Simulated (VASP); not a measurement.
Input of a VASP 6.6.1 run:

INCAR

```
SYSTEM = BeTe
PREC = Accurate ; ENCUT = 520
EDIFF = 1E-8 ; ISMEAR = -1
SIGMA = 0.05 ; LREAL = .FALSE.
LASPH = .TRUE. ; NELM = 100
ALGO = Normal ; ISIF = 2
LWAVE = .FALSE. ; LCHARG = .FALSE.
GGA = PE ; LEFG = .TRUE.
NBANDS = 11
```

The input KPOINTS:

```
Automatic mesh
0
G
  11 11 11
  0 0 0
```

POSCAR

```
BeTe
1.0
    0.0000000000      2.7700000000      2.7700000000
    2.7700000000      0.0000000000      2.7700000000
    2.7700000000      2.7700000000      0.0000000000
Be Te
1 1
Direct
    0.0000000000      0.0000000000      0.0000000000
    0.7500000000      0.7500000000      0.7500000000
```

Potentials or basis: VASP PAW PBE potentials, release 64 (Be, Te).

Launch:

```sh
$ cat potpaw_PBE.64/Be/POTCAR potpaw_PBE.64/Te/POTCAR > POTCAR
$ mpirun -np 1 vasp_std > vasp.out
```

Q: Estimate the pressure.

A: 4.5 GPa.

Q: Predict the band gap on the k mesh.

A: 1.87 eV, indirect (least direct gap 3.56 eV).

Caveat: without QUAD_EFG the Cq values of the log hold for a quadrupole moment of 1 mb, not for the nuclei; spin-orbit coupling is left out, which moves the levels of the heavy elements. A k mesh can miss the band edges.
